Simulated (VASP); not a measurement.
# BN (Cm) in VASP: further runs, part 3 of 3

VASP 6.6.1.

## Step 4: Single point, PBE+D3(BJ) (atom 1 (B) moved by -0.480 Å along [1 2 0] and -0.192 Å along [0 0 1])

Input file INCAR:

```
PREC = Accurate
ENCUT = 520
EDIFF = 1E-6
ISMEAR = 0
SIGMA = 0.05
LREAL = False
LASPH = True
NELM = 100
ALGO = Normal
ISIF = 2
LWAVE = False
LCHARG = False
GGA = PE
IVDW = 12
NBANDS = 16
```

Input file KPOINTS:

```
Automatic mesh
0
Gamma
  12 12 4
```

Input file POSCAR:

```
BN
1.0
    2.5061233057      0.0000000000      0.0000000000
   -1.2530616528      2.1703664477      0.0000000000
    0.0000000000      0.0000000000      6.5973571420
B N
2 2
Direct
   -0.1105804046     -0.2211608093      0.4708974373
    0.3333333333      0.6666666667      0.0000000000
    0.0000000000      0.0000000000      0.0000000000
    0.6666666667      0.3333333333      0.5000000000
```

Potentials or basis: VASP PAW PBE potentials, release 64 (B, N).

Command:

```bash
> cat potpaw_PBE.64/B/POTCAR potpaw_PBE.64/N/POTCAR > POTCAR
> mpirun -np 1 vasp_std > vasp.out
```

OUTCAR:

```text
PREC = Accurate
   ENCUT = 520
   EDIFF = 1E-6
   ISMEAR = 0
   LREAL = False
   LASPH = True
   NELM = 100
   ISIF = 2
   GGA = PE
   IVDW = 12
 IVDW          = 12

 ion  position               nearest neighbor table
   1  0.889  0.779  0.471-   4 0.99   4 1.75   4 1.75
   2  0.333  0.667  0.000-   3 1.45   3 1.45   3 1.45
   3  0.000  0.000  0.000-   2 1.45   2 1.45   2 1.45
   4  0.667  0.333  0.500-   1 0.99   1 1.75   1 1.75

 -----------------------------------------------------------------------------
|                                                                             |
|           W    W    AA    RRRRR   N    N  II  N    N   GGGG   !!!           |
|           W    W   A  A   R    R  NN   N  II  NN   N  G    G  !!!           |
|           W    W  A    A  R    R  N N  N  II  N N  N  G       !!!           |
|           W WW W  AAAAAA  RRRRR   N  N N  II  N  N N  G  GGG   !            |
|           WW  WW  A    A  R   R   N   NN  II  N   NN  G    G                |
|           W    W  A    A  R    R  N    N  II  N    N   GGGG   !!!           |
|                                                                             |
|     The distance between some ions is very small. Please check the          |
|     nearest-neighbor list in the OUTCAR file.                               |
|     I HOPE YOU KNOW WHAT YOU ARE DOING!                                     |
|                                                                             |
 -----------------------------------------------------------------------------

  LATTYP: Found a hexagonal cell.
 ALAT       =     2.5061233057
 C/A-ratio  =     2.6324950281

  Lattice vectors:

 A1 = (   2.5061233057,   0.0000000000,   0.0000000000)
 A2 = (  -1.2530616528,   2.1703664477,   0.0000000000)
 A3 = (   0.0000000000,   0.0000000000,   6.5973571420)

Analysis of symmetry for initial positions (statically):
=====================================================================
 Subroutine PRICEL returns:
 Original cell was already a primitive cell.

 Routine SETGRP: Setting up the symmetry group for a
 hexagonal supercell.

 Subroutine GETGRP returns: Found  2 space group operations
 (whereof  2 operations were pure point group operations)
 out of a pool of 24 trial point group operations.
[... 147 lines left out ...]
   IVDW    =    12    specifies the selected vdW correction
   LEPSILON=     F    determine dielectric tensor
   LRPA    =     F    only Hartree local field effects (RPA)
 non-spin polarized calculation
 Gauss-broadening in eV      SIGMA  =   0.05
  energy-cutoff  :      520.00
  volume of cell :       35.88
 maximum number of plane-waves:       985
   NGX =  9   NGY =  9   NGZ = 25

 number of electron      15.9999998 magnetization

 Free energy of the ion-electron system (eV)
  ---------------------------------------------------
  ext. energy  EPLUGINS =         0.00000000
  ---------------------------------------------------
  free energy    TOTEN  =       -26.18701392 eV

  energy without entropy =      -26.18701392  energy(sigma->0) =      -26.18701392

 E-fermi :   3.6172     XC(G=0): -10.0191

 val. band max:        3.4146487436   @ k =   0.0000   0.0000   0.2500
 cond. band min:       6.2186714850   @ k =   0.0000   0.5000   0.5000
 fundamental gap:      2.8040227414
 Fermi energy:         3.6171619693

 k-point     1 :       0.0000    0.0000    0.0000
  band No.  band energies     occupation
      1     -15.7680      2.00000
      2     -15.0179      2.00000
      3      -4.3053      2.00000
      4      -2.2044      2.00000
      5      -2.0220      2.00000
      6       0.5798      2.00000
[... 433 lines left out ...]
      3      -5.6948      2.00000
      4      -5.1052      2.00000
      5      -2.2742      2.00000
      6      -1.2194      2.00000
[... 8 lines left out ...]
     15      17.9525      0.00000
     16      18.7225      0.00000

 [... further k-points ...]

------------------------ aborting loop because EDIFF is reached ----------------------------------------

 Edisp (eV)   -0.57017

 E8    (eV) :    -0.1673

  FORCE on cell =-STRESS in cart. coord.  units (eV):
  Direction    XX          YY          ZZ          XY          YZ          ZX
  --------------------------------------------------------------------------------------
  -------------------------------------------------------------------------------------
  Total       0.32178    47.07843     1.13706     0.00000   -10.70295    -0.00000
  in kB      14.36686  2101.97285    50.76784     0.00000  -477.86858    -0.00000
  external pressure =      722.37 kB  Pullay stress =        0.00 kB

 VOLUME and BASIS-vectors are now :
 -----------------------------------------------------------------------------
  energy-cutoff  :      520.00
  volume of cell :       35.88
      direct lattice vectors                 reciprocal lattice vectors
     2.506123306  0.000000000  0.000000000     0.399022665  0.230375843  0.000000000
    -1.253061653  2.170366448  0.000000000     0.000000000  0.460751686  0.000000000
     0.000000000  0.000000000  6.597357142     0.000000000  0.000000000  0.151575847

 POSITION                                       TOTAL-FORCE (eV/Angst)
 -----------------------------------------------------------------------------------
      1.25306      1.69037      3.10668         0.000000     55.843814     -6.863979
     -0.00000      1.44691      0.00000        -0.000000     -0.007009     -0.164161
      0.00000      0.00000      0.00000         0.000000      0.010552      0.138709
      1.25306      0.72346      3.29868        -0.000000    -55.847357      6.889431
 -----------------------------------------------------------------------------------
    total drift:                               -0.000001     -0.000033     -0.000282

  FREE ENERGIE OF THE ION-ELECTRON SYSTEM (eV)
  ---------------------------------------------------
  free  energy   TOTEN  =       -26.7571858566 eV

  energy  without entropy=      -26.7571858565  energy(sigma->0) =      -26.75718586
```

OSZICAR:

```text
N       E                     dE             d eps       ncg     rms          rms(c)
DAV:   1     0.530247411231E+02    0.53025E+02   -0.78150E+03  5248   0.925E+02
DAV:   2    -0.298877749163E+02   -0.82913E+02   -0.75607E+02  7232   0.221E+02
DAV:   3    -0.330795604798E+02   -0.31918E+01   -0.31800E+01  6464   0.420E+01
DAV:   4    -0.330960990317E+02   -0.16539E-01   -0.16537E-01  6680   0.345E+00
DAV:   5    -0.330962199805E+02   -0.12095E-03   -0.12095E-03  6472   0.277E-01    0.153E+01
DAV:   6    -0.268881857676E+02    0.62080E+01   -0.84870E+00  7232   0.241E+01    0.632E+00
DAV:   7    -0.262837922367E+02    0.60439E+00   -0.14444E+00  6968   0.903E+00    0.344E+00
DAV:   8    -0.261860862625E+02    0.97706E-01   -0.22183E-01  7112   0.392E+00    0.778E-01
DAV:   9    -0.261869106314E+02   -0.82437E-03   -0.30028E-02  7264   0.144E+00    0.294E-01
DAV:  10    -0.261868043858E+02    0.10625E-03   -0.20606E-03  6928   0.397E-01    0.105E-01
DAV:  11    -0.261869916854E+02   -0.18730E-03   -0.35483E-04  7496   0.182E-01    0.503E-02
DAV:  12    -0.261870103336E+02   -0.18648E-04   -0.63798E-05  7544   0.695E-02    0.146E-02
DAV:  13    -0.261870141627E+02   -0.38291E-05   -0.10804E-05  7392   0.271E-02    0.590E-03
DAV:  14    -0.261870139239E+02    0.23880E-06   -0.92822E-07  5776   0.855E-03
   1 F= -.26757186E+02 E0= -.26757186E+02  d E =-.145774E-10
```

It took 83 s on 1 thread of AMD EPYC 9R45 (Zen 5), shared host; peak memory 0.18 GiB.

Results:

```
Free energy                : -26.7572 eV
Pressure                   : 72.2 GPa
Largest force              : 56.271 eV/Å
Band gap on the k mesh     : 2.80 eV, indirect (least direct gap 3.82 eV)
Dispersion energy per atom : -0.143 eV
```

Forces in eV/Å, atoms in the order of the input:
```
B     0.000  55.844  -6.864
B     0.000  -0.007  -0.164
N     0.000   0.011   0.139
N     0.000 -55.847   6.889
```

Caveat: the cell differs from its parent crystal (atom 1 (B) moved by -0.480 Å along [1 2 0] and -0.192 Å along [0 0 1]); forces of over 1 eV/Å act on the atoms, so gaps and moduli don't describe the material at rest.

## Step 5: Single point, PBE+D3(BJ) (atom 1 (B) moved by +0.288 Å along [1 2 0] and -0.192 Å along [0 0 1])

Input file INCAR:

```
SYSTEM = BN
  PREC = Accurate
  ENCUT = 520
  EDIFF = 1E-6
  ISMEAR = 0
  SIGMA = 0.05
  LREAL = .False.
  LASPH = .True.
  NELM = 80
  ALGO = Normal
  ISIF = 2
  LWAVE = .False.
  LCHARG = .False.
  GGA = PE
  IVDW = 12
  NBANDS = 16
```

Input file KPOINTS:

```
Automatic mesh
0
Gamma
  12 12 4
  0 0 0
```

POSCAR, as its differences from that of step 4:

```diff
@@ -8,3 +8,3 @@
 Direct
-   -0.1105804046     -0.2211608093      0.4708974373
+    0.0663482428      0.1326964856      0.4708974373
     0.3333333333      0.6666666667      0.0000000000
```

Potentials or basis: VASP PAW PBE potentials, release 64 (B, N).

Command:

```bash
> cat potpaw_PBE.64/B/POTCAR potpaw_PBE.64/N/POTCAR > POTCAR
> mpirun -np 1 vasp_std > vasp.out
```

OUTCAR:

```text
SYSTEM = BN
   PREC = Accurate
   ENCUT = 520
   EDIFF = 1E-6
   ISMEAR = 0
   LREAL = .False.
   LASPH = .True.
   NELM = 80
   ISIF = 2
   GGA = PE
   IVDW = 12
 IVDW          = 12

 ion  position               nearest neighbor table
   1  0.066  0.133  0.471-   4 1.34   4 1.34   4 1.75
   2  0.333  0.667  0.000-   3 1.45   3 1.45   3 1.45
   3  0.000  0.000  0.000-   2 1.45   2 1.45   2 1.45
   4  0.667  0.333  0.500-   1 1.34   1 1.34   1 1.75

  LATTYP: Found a hexagonal cell.
 ALAT       =     2.5061233057
 C/A-ratio  =     2.6324950281

  Lattice vectors:

 A1 = (   2.5061233057,   0.0000000000,   0.0000000000)
 A2 = (  -1.2530616528,   2.1703664477,   0.0000000000)
 A3 = (   0.0000000000,   0.0000000000,   6.5973571420)

Analysis of symmetry for initial positions (statically):
=====================================================================
 Subroutine PRICEL returns:
 Original cell was already a primitive cell.

 Routine SETGRP: Setting up the symmetry group for a
 hexagonal supercell.

 Subroutine GETGRP returns: Found  2 space group operations
 (whereof  2 operations were pure point group operations)
 out of a pool of 24 trial point group operations.

The static configuration has the point symmetry C_1h.

Analysis of symmetry for dynamics (positions and initial velocities):
=====================================================================
 Subroutine PRICEL returns:
 Original cell was already a primitive cell.

 Routine SETGRP: Setting up the symmetry group for a
 hexagonal supercell.

 Subroutine GETGRP returns: Found  2 space group operations
 (whereof  2 operations were pure point group operations)
 out of a pool of 24 trial point group operations.

The dynamic configuration has the point symmetry C_1h.

 Subroutine INISYM returns: Found  2 space group operations
 (whereof  2 operations are pure point group operations),
 and found     1 'primitive' translations

----------------------------------------------------------------------------------------

                                     Primitive cell

  volume of cell :      35.8844

  direct lattice vectors                    reciprocal lattice vectors
     2.506123306  0.000000000  0.000000000     0.399022665  0.230375843  0.000000000
    -1.253061653  2.170366448  0.000000000     0.000000000  0.460751686  0.000000000
     0.000000000  0.000000000  6.597357142     0.000000000  0.000000000  0.151575847

  length of vectors
     2.506123306  2.506123306  6.597357142     0.460751686  0.460751686  0.151575847

  position of ions in fractional coordinates (direct lattice)
     0.066348243  0.132696486  0.470897437
     0.333333333  0.666666667  0.000000000
     0.000000000  0.000000000  0.000000000
     0.666666667  0.333333333  0.500000000

  ion indices of the primitive-cell ions
   primitive index   ion index
                 1           1
                 2           2
                 3           3
                 4           4

----------------------------------------------------------------------------------------

 KPOINTS: Automatic mesh

Automatic generation of k-mesh.
 Grid dimensions read from file:
 generate k-points for:   12   12    4

 Generating k-lattice:

  Cartesian coordinates                     Fractional coordinates (reciprocal lattice)
     0.033251889  0.019197987  0.000000000     0.083333333 -0.000000000  0.000000000
     0.000000000  0.038395974  0.000000000     0.000000000  0.083333333  0.000000000
     0.000000000  0.000000000  0.037893962     0.000000000  0.000000000  0.250000000

  Length of vectors
     0.038395974  0.038395974  0.037893962

  Shift w.r.t. Gamma in fractional coordinates (k-lattice)
     0.000000000  0.000000000  0.000000000

 Subroutine IBZKPT returns following result:
 ===========================================

 Found    164 irreducible k-points:

 Following reciprocal coordinates:
            Coordinates               Weight
  0.000000  0.000000  0.000000      1.000000
  0.083333  0.000000  0.000000      4.000000
  0.000000  0.083333  0.000000      2.000000
  0.166667  0.000000  0.000000      4.000000
  0.000000  0.166667  0.000000      2.000000
  0.250000  0.000000  0.000000      4.000000
[... 16 lines left out ...]
 -0.083333  0.416667  0.000000      4.000000
 -0.416667  0.333333  0.000000      4.000000
 [... further k-points ...]
   k-points           NKPTS =    164   k-points in BZ     NKDIM =    164   number of bands    NBANDS=     16
   number of dos      NEDOS =    301   number of ions     NIONS =      4
   total plane-waves  NPLWV =  20000
   dimension x,y,z NGX =    20 NGY =   20 NGZ =   50
   dimension x,y,z NGXF=    40 NGYF=   40 NGZF=  100
   ions per type =               2   2
   NGX,Y,Z   is equivalent  to a cutoff of  13.27, 13.27, 12.60 a.u.
   NGXF,Y,Z  is equivalent  to a cutoff of  26.53, 26.53, 25.20 a.u.
 SYSTEM =  BN
   PREC   = accura    normal or accurate (medium, high low for compatibility)
   ISTART =      0    job   : 0-new  1-cont  2-samecut
   ICHARG =      2    charge: 1-file 2-atom 10-const
   ISPIN  =      1    spin polarized calculation?
   LNONCOLLINEAR =      F non collinear calculations
   LSORBIT =      F    spin-orbit coupling
   LASPH  =      T    aspherical Exc in radial PAW
   ENCUT  =  520.0 eV  38.22 Ry    6.18 a.u.   4.66  4.66 12.27*2*pi/ulx,y,z
   NELM   =     80;   NELMIN=  2; NELMDL= -5     # of ELM steps
   EDIFF  = 0.1E-05   stopping-criterion for ELM
   LREAL  =      F    real-space projection
   EDIFFG = 0.1E-04   stopping-criterion for IOM
   NSW    =      0    number of steps for IOM
   IBRION =     -1    ionic relax: 0-MD 1-quasi-New 2-CG
   NFREE  =      0    steps in history (QN), initial steepest desc. (CG)
   ISIF   =      2    stress and relaxation
   ISYM   =      2    0-nonsym 1-usesym 2-fastsym
   POTIM  = 0.5000    time-step for ionic-motion
   TEBEG  =    0.0;   TEEND  =   0.0 temperature during run
   PSTRESS=    0.0 pullay stress
   NELECT =      16.0000    total number of electrons
   NUPDOWN=      -1.0000    fix difference up-down
   EMIN   =  10.00;   EMAX   =-10.00  energy-range for DOS
   EFERMI =   0.00;   METHOD = LEGACY
   ISMEAR =     0;   SIGMA  =   0.05  broadening in eV -4-tet -1-fermi 0-gaus
   EFERMI_NEDOS =   21; number of points for ismear=-14 and -15
   IALGO  =     38    algorithm
   IMIX   =      4    mixing-type and parameters
     AMIX     =   0.40;   BMIX     =  1.00
     AMIX_MAG =   1.60;   BMIX_MAG =  1.00
  volume/ion in A,a.u.               =       8.97        60.54
  Fermi-wavevector in a.u.,A,eV,Ry     =   1.250680  2.363443 21.282251  1.564201
  Thomas-Fermi vector in A             =   2.384663
   LORBIT       =      0    0 simple, 1 ext, 2 COOP (PROOUT), +10 PAW based schemes
   GGA     = PE    functional components
   LHFCALC =     F    Hartree Fock is set to
   AEXX    =    0.0000 exact exchange contribution
   IVDW    =    12    specifies the selected vdW correction
   LEPSILON=     F    determine dielectric tensor
   LRPA    =     F    only Hartree local field effects (RPA)
 non-spin polarized calculation
 Gauss-broadening in eV      SIGMA  =   0.05
  energy-cutoff  :      520.00
  volume of cell :       35.88
 maximum number of plane-waves:       985
   NGX =  9   NGY =  9   NGZ = 25

 number of electron      15.9999998 magnetization

 Free energy of the ion-electron system (eV)
  ---------------------------------------------------
  ext. energy  EPLUGINS =         0.00000000
  ---------------------------------------------------
  free energy    TOTEN  =       -33.80261729 eV

  energy without entropy =      -33.80261729  energy(sigma->0) =      -33.80261729

 E-fermi :   4.3985     XC(G=0): -10.1255

 val. band max:        4.1943869258   @ k =   0.0000   0.0000   0.5000
 cond. band min:       6.0452784363   @ k =   0.5000   0.0000   0.5000
 fundamental gap:      1.8508915105
 Fermi energy:         4.3984882730

 k-point     1 :       0.0000    0.0000    0.0000
  band No.  band energies     occupation
      1     -15.5650      2.00000
      2     -15.0945      2.00000
      3      -4.0118      2.00000
      4      -1.7534      2.00000
      5      -1.6797      2.00000
      6       0.8113      2.00000
[... 433 lines left out ...]
      3      -5.6749      2.00000
      4      -5.4340      2.00000
      5      -2.0432      2.00000
      6      -0.3395      2.00000
[... 8 lines left out ...]
     15      18.1285      0.00000
     16      20.0829      0.00000

 [... further k-points ...]

------------------------ aborting loop because EDIFF is reached ----------------------------------------

 Edisp (eV)   -0.56924

 E8    (eV) :    -0.1670

  FORCE on cell =-STRESS in cart. coord.  units (eV):
  Direction    XX          YY          ZZ          XY          YZ          ZX
  --------------------------------------------------------------------------------------
  -------------------------------------------------------------------------------------
  Total       5.51853     1.03662    -0.43509     0.00000     1.10485     0.00000
  in kB     246.39319    46.28339   -19.42591     0.00000    49.32959     0.00000
  external pressure =       91.08 kB  Pullay stress =        0.00 kB

 VOLUME and BASIS-vectors are now :
 -----------------------------------------------------------------------------
  energy-cutoff  :      520.00
  volume of cell :       35.88
      direct lattice vectors                 reciprocal lattice vectors
     2.506123306  0.000000000  0.000000000     0.399022665  0.230375843  0.000000000
    -1.253061653  2.170366448  0.000000000     0.000000000  0.460751686  0.000000000
     0.000000000  0.000000000  6.597357142     0.000000000  0.000000000  0.151575847

 POSITION                                       TOTAL-FORCE (eV/Angst)
 -----------------------------------------------------------------------------------
      0.00000      0.28800      3.10668        -0.000000     -5.876758      1.667532
     -0.00000      1.44691      0.00000         0.000000      0.003727     -0.168575
      0.00000      0.00000      0.00000         0.000000      0.008326      0.141143
      1.25306      0.72346      3.29868         0.000000      5.864706     -1.640099
 -----------------------------------------------------------------------------------
    total drift:                                0.000001      0.000249      0.000112

  FREE ENERGIE OF THE ION-ELECTRON SYSTEM (eV)
  ---------------------------------------------------
  free  energy   TOTEN  =       -34.3718573986 eV

  energy  without entropy=      -34.3718573986  energy(sigma->0) =      -34.37185740
```

stdout:

```text
POSCAR found type information on POSCAR B N
 POSCAR found :  2 types and       4 ions
 scaLAPACK will be used
 LDA part: xc-table for (Slater+PW92), standard interpolation
 POSCAR, INCAR and KPOINTS ok, starting setup
 FFT: planning ... GRIDC
 FFT: planning ... GRID_SOFT
 FFT: planning ... GRID
 WAVECAR not read
 entering main loop
```

Run time: 77 s. Hardware: 1 thread of AMD EPYC 9R45 (Zen 5), shared host; peak memory 0.18 GiB.

What came out:

```yaml
Free_energy: -34.3719 eV
Pressure: 9.1 GPa
Largest_force: 6.109 eV/Å
Band_gap_on_the_k_mesh: 1.85 eV, indirect (least direct gap 2.98 eV)
Dispersion_energy_per_atom: -0.142 eV
```

Forces on the atoms (eV/Å):
```
B    0.000 -5.877  1.668
B    0.000  0.004 -0.169
N    0.000  0.008  0.141
N    0.000  5.865 -1.640
```

Stress tensor (GPa, compression positive):
```
24.64  0.00  0.00
 0.00  4.63  4.93
 0.00  4.93 -1.94
```

Caveat: the cell differs from its parent crystal (atom 1 (B) moved by +0.288 Å along [1 2 0] and -0.192 Å along [0 0 1]); forces of over 1 eV/Å act on the atoms, so gaps and moduli don't describe the material at rest. A k mesh can miss the band edges.
